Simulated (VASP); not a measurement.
Here is a VASP 6.6.1 calculation.

The input INCAR:

```
PREC     = Accurate       # precision mode
ENCUT    = 520            # plane-wave cutoff, eV
EDIFF    = 1E-6           # SCF threshold, eV
ISMEAR   = -1             # smearing method
SIGMA    = 0.06122561905347299 # smearing width, eV
LREAL    = False          # projectors in reciprocal space
LASPH    = True           # aspherical terms in the spheres
NELM     = 80             # most SCF steps
ALGO     = Normal         # electronic algorithm
ISIF     = 2              # what is computed and relaxed
LWAVE    = False          # write WAVECAR
LCHARG   = True           # write CHGCAR
GGA      = PE             # functional
LELF     = True           # ELF
LVHAR    = True         
NBANDS   = 12             # bands
```

The input KPOINTS:

```
Automatic mesh
0
Gamma
  18 18 18
```

Contents of POSCAR:

```
Mn
1.0
    0.0000000000      1.7749401818      1.7749401818
    1.7749401818      0.0000000000      1.7749401818
    1.7749401818      1.7749401818      0.0000000000
Mn
1
Direct
    0.0000000000      0.0000000000      0.0000000000
```

Potentials or basis: VASP PAW PBE potentials, release 64 (Mn_pv).

Launch:

```console
$ cat potpaw_PBE.64/Mn_pv/POTCAR > POTCAR
$ mpirun -np 1 vasp_std > vasp.out
```

Task: Estimate the pressure.

Result: -10.3 GPa.

Caveat: the run has no spin polarisation, though such a crystal can be magnetic. Spin polarisation is off, so any magnetic state and its effect on volume and gap are missing.
